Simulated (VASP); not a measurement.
Write the native input for VASP 6.6.1 that does the following.

| Property | Result |
| --- | --- |
| Task | single point |
| Functional | r2SCAN |
| Potentials or basis | VASP PAW PBE potentials, release 64 (Cd, Se) |
| Cutoff | 520 eV |
| k mesh | 6 × 6 × 6 |
| Occupations | gaussian, width 0.01 eV |
| Spin | no spin polarisation |
| Dipole correction | no |
| Further INCAR settings | ALGO = Normal; EDIFF = 1e-06; NBANDS = 16 |

CdSe:

```
Cd Se
1.0
     3.08211    3.08211    0.00000
    -3.08211    3.08211    0.00000
     0.00000    3.08211    3.05758
Cd Se
1 1
Direct
  0.00000 0.00000 0.00000
  0.75000 0.25000 0.50000
```

This cell differs from its parent crystal: in-plane strain +0.005.

One way to write it, as run:

POSCAR

```
CdSe
1.0
    3.0821126353      3.0821126353      0.0000000000
   -3.0821126353      3.0821126353      0.0000000000
    0.0000000000      3.0821126353      3.0575784054
Cd Se
1 1
Direct
    0.0000000000      0.0000000000      0.0000000000
    0.7500000000      0.2500000000      0.5000000000
```

INCAR.step1

```
PREC = Accurate
ENCUT = 520
ISMEAR = 0
SIGMA = 0.01
LREAL = False
LASPH = True
NELM = 80
NBANDS = 16
GGA = PE
ALGO = Normal
EDIFF = 1E-4
LWAVE = True
LCHARG = False
```

INCAR.step2

```
PREC = Accurate
ENCUT = 520
EDIFF = 1E-6
ISMEAR = 0
SIGMA = 0.01
LREAL = False
LASPH = True
NELM = 80
ALGO = Normal
ISIF = 2
LWAVE = False
LCHARG = False
METAGGA = R2SCAN
LMIXTAU = True
NBANDS = 16
ISTART = 1
```

KPOINTS

```
regular mesh
0
Gamma
  6 6 6
```

Potentials or basis: VASP PAW PBE potentials, release 64 (Cd, Se).

Run with:

```sh
$ cat potpaw_PBE.64/Cd/POTCAR potpaw_PBE.64/Se/POTCAR > POTCAR
$ cp INCAR.step1 INCAR
$ mpirun -np 1 vasp_std > vasp.out
$ cp INCAR.step2 INCAR
$ mpirun -np 1 vasp_std > vasp.out
```

It gave:

```yaml
Pressure: -0.1 GPa
Band_gap_on_the_k_mesh: 1.00 eV
```

Caveat: the cell differs from its parent crystal (in-plane strain +0.005); the PAW data sets were made with another functional, which shifts forces and pressure a little.

Wall time 110 s on 1 thread of Intel Xeon 8259CL, with other jobs on the host, peak memory 0.2 GiB.
